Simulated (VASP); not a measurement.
A run of VASP 6.6.1:

Contents of INCAR:

```
PREC = Accurate
ENCUT = 520
EDIFF = 1E-6
ISMEAR = 0
SIGMA = 0.1
LREAL = False
LASPH = True
NELM = 100
ALGO = Fast
ISIF = 2
LWAVE = False
LCHARG = True
GGA = PS
LELF = True
LVHAR = True
NBANDS = 17
```

Contents of KPOINTS:

```
regular mesh
0
Gamma
  12 12 8
```

The input POSCAR:

```
Sr
1.0
    4.1945373725      0.0000000000      0.0000000000
   -2.0972686862      3.6325759217      0.0000000000
    0.2751410117      0.0000000000      6.8785252927
Sr
2
Direct
    0.3333333333      0.6666666667      0.2500000000
    0.6666666666      0.3333333333      0.7500000000
```

Potentials or basis: VASP PAW PBE potentials, release 64 (Sr_sv).

Launch:

```console
$ cat potpaw_PBE.64/Sr_sv/POTCAR > POTCAR
$ mpirun -np 1 vasp_std > vasp.out
```

Hardware: 1 thread of Intel(R) Xeon(R) Platinum 8559C (Emerald Rapids) (shared host).

Estimate the wall time of this run.

Run time: 5.5 min on 1 thread of Intel(R) Xeon(R) Platinum 8559C (Emerald Rapids), on a shared host, peak memory 0.59 GiB. Counts: scf iterations 13, k points 320.
